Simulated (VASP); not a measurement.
Write the native input for VASP 6.6.1 that does the following.

```yaml
Task: single point
Functional: PBEsol
Potentials_or_basis: VASP PAW PBE potentials, release 64 (Ti_sv)
Cutoff: 500 eV
k_mesh: 10 × 10 × 10
Occupations: fermi-dirac, width 0.05 eV
Spin: no spin polarisation
Dipole_correction: no
Further_INCAR_settings: ALGO = Normal; EDIFF = 1e-06; NBANDS = 12
```

The structure of Ti lies in POSCAR:

```
Ti
1.0
   -1.6081800000      1.6081800000      1.6410000000
    1.6081800000     -1.6081800000      1.6410000000
    1.6738200000      1.6738200000     -1.6410000000
Ti
1
Direct
    0.0000000000      0.0000000000      0.0000000000
```

One way to write it, as run:

INCAR

```
SYSTEM = Ti
PREC = Accurate
ENCUT = 500
EDIFF = 1E-6
ISMEAR = -1
SIGMA = 0.05
LREAL = .FALSE.
LASPH = .TRUE.
NELM = 120
ALGO = Normal
ISIF = 2
LWAVE = .FALSE.
LCHARG = .FALSE.
GGA = PS
NBANDS = 12
GGA_COMPAT = .FALSE.
```

KPOINTS

```
Automatic mesh
0
G
  10 10 10
  0 0 0
```

Potentials or basis: VASP PAW PBE potentials, release 64 (Ti_sv).

The run is started by

```bash
$ cat potpaw_PBE.64/Ti_sv/POTCAR > POTCAR
$ mpirun -np 1 vasp_std > vasp.out
```

It gave:

| Quantity | Value |
| --- | --- |
| Pressure | -6.9 GPa |
| Band gap on the k mesh | zero (band 6 reaches 8.72 eV, above the bottom of band 7 at 7.16 eV) |

Caveat: the PAW data sets were made with another functional, which shifts forces and pressure a little.

Run time: 21 s on 1 thread of Intel(R) Xeon(R) Platinum 8259CL CPU @ 2.50GHz (Skylake/Cascade Lake), on a shared host, peak memory 0.15 GiB.
